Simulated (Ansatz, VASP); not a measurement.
## Two plane-wave programs on GaSb

Contents of INCAR:

```
SYSTEM = GaSb
PREC     = Accurate       ! precision mode
ENCUT    = 520            ! plane-wave cutoff, eV
EDIFF    = 1E-8           ! SCF threshold, eV
ISMEAR   = -1             ! smearing method
SIGMA    = 0.08           ! smearing width, eV
LREAL    = .FALSE.        ! projectors in reciprocal space
LASPH    = .TRUE.         ! aspherical terms in the spheres
NELM     = 60             ! most SCF steps
ALGO     = Normal         ! electronic algorithm
ISIF     = 2              ! what is computed and relaxed
LWAVE    = .FALSE.        ! write WAVECAR
LCHARG   = .FALSE.        ! write CHGCAR
LEFG     = .TRUE.       
NBANDS   = 16             ! bands
```

Contents of KPOINTS:

```
Automatic mesh
0
G
  12 12 12
  0 0 0
```

POSCAR

```
GaSb
1.0
    0.0000000000      3.0590000000      3.0590000000
    3.0590000000      0.0000000000      3.0590000000
    3.0590000000      3.0590000000      0.0000000000
Ga Sb
1 1
Direct
    0.0000000000      0.0000000000      0.0000000000
    0.7500000000      0.7500000000      0.7500000000
```

Input for Ansatz:

```yaml
crystal:
  lattice:
    - [0.0, 3.059, 3.059]
    - [3.059, 0.0, 3.059]
    - [3.059, 3.059, 0.0]
  atoms:
    - { symbol: Ga, position: [0.0, 0.0, 0.0] }
    - { symbol: Sb, position: [0.75, 0.75, 0.75] }
kpoints:
  mp_grid: { grid: [12, 12, 12] }
  band_path:
    path:
      - [0.0, 0.0, 0.0]
      - [-0.5, -0.5, 0.0]
      - [-0.375, -0.375, 0.25]
      - [-0.375, 0.0, 0.375]
      - [0.0, 0.0, 0.0]
      - [0.0, 0.0, 0.5]
      - [-0.5, -0.25, 0.25]
      - [-0.5, -0.5, 0.0]
    npoints: 5
scf:
  occupations: { method: fermi_dirac, width: 0.08 }
hamiltonian:
  xc: lda
  pseudopotentials: { kind: paw }
output:
  forces: true
  stress: true
  eigenvalues: true
  efg: { contact_densities: true }
```

Alike in both runs: task electric field gradients; functional LDA; k mesh 12 × 12 × 12; occupations fermi-dirac, width 0.08 eV; no spin polarisation.

```csv
,VASP,Ansatz
version,VASP 6.6.1,Ansatz 0.2.0
potentials or method,"VASP PAW LDA potentials, release 64 (Ga_d, Sb)","PAW with Ansatz's default frozen-core files, scalar-relativistic"
plane-wave cutoff (eV),520,420
valence electrons in the cell,18,28
```

Ansatz gave:

```
pressure (GPa) : -1.7
```

**Question.** Which values does VASP return?

**Answer.** Pressure (GPa): -1.6.

LDA's correlation is that of Perdew and Zunger in VASP and of Perdew and Wang (1992) in Ansatz. VASP's potentials hold 18 valence electrons a cell and Ansatz's 28, so a difference there can come from the potentials and not from the codes.

Spin-orbit coupling is off throughout.
